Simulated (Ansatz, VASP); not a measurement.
# TaVN2: VASP beside Ansatz

Contents of INCAR:

```
SYSTEM = TaVN2
PREC = Accurate ; ENCUT = 520
EDIFF = 1E-6 ; ISMEAR = -1
SIGMA = 0.05 ; LREAL = .False.
LASPH = .True. ; NELM = 150
ALGO = Normal ; ISIF = 2
LWAVE = .False. ; LCHARG = .False.
ISPIN = 2 ; MAGMOM = 0 3 0 0
LORBIT = 11 ; NUPDOWN = 3.0
LMAXMIX = 4 ; GGA = PS
NBANDS = 29
```

The input KPOINTS:

```
Automatic mesh
0
Gamma
  7 7 5
  0 0 0
```

POSCAR

```
TaVN2
1.0
    3.0498670000      0.0000000000      0.0000000000
    0.0000000000      3.0498670000      0.0000000000
    0.0000000000      0.0000000000      4.2960620000
Ta V N
1 1 2
Direct
    0.0000000000      0.0000000000      0.0000000000
    0.5000000000      0.5000000000      0.5000000000
    0.5000000000      0.5000000000      0.0000000000
    0.0000000000      0.0000000000      0.5000000000
```

File input.yaml:

```yaml
crystal:
  lattice:
    - [3.049867, 0.0, 0.0]
    - [0.0, 3.049867, 0.0]
    - [0.0, 0.0, 4.296062]
  atoms:
    - { symbol: Ta, position: [0.0, 0.0, 0.0] }
    - { symbol: V, position: [0.5, 0.5, 0.5], spin: 3.0 }
    - { symbol: "N", position: [0.5, 0.5, 0.0] }
    - { symbol: "N", position: [0.0, 0.0, 0.5] }
hamiltonian:
  xc: pbesol
  pseudopotentials: { kind: paw }
magnetization:
  spin_polarized: true
  initial_magnetization: 3.0
  spin_locking: { lock_magnetization: hard }
kpoints:
  mp_grid: { grid: [7, 7, 5] }
scf:
  occupations: { method: fermi_dirac, width: 0.05 }
  lower_state_search: "off"
output:
  forces: true
  stress: true
  eigenvalues: true
```

Alike in both runs: task single point; functional PBEsol; k mesh 7 × 7 × 5; occupations fermi-dirac, width 0.05 eV; collinear spin; fixed moment 3 μB.

|  | VASP | Ansatz |
| --- | --- | --- |
| version | VASP 6.6.1 | Ansatz 0.2.0 |
| potentials or method | VASP PAW PBE potentials, release 64 (Ta_pv, V_sv, N) | Ansatz PAW |
| plane-wave cutoff (eV) | 520 | 420 |
| valence electrons in the cell | 34 | 36 |

```csv
,VASP,Ansatz,Ansatz less VASP
pressure (GPa),0.4,-0.4,-0.75
"traceless stress, the component that is largest in VASP (GPa)",-4.83,-4.86,-0.028
net moment per atom (μB),0.75,0.75,0.000
size of the moment on the site where the two differ most (μB),2.11,1.79,-0.325
```

VASP's potentials were made for PBE, not for PBEsol. Site moments also hang on the region over which each program counts them. VASP's potentials hold 34 valence electrons a cell and Ansatz's 36, so a difference there can come from the potentials and not from the codes.

Spin-orbit coupling is off throughout.
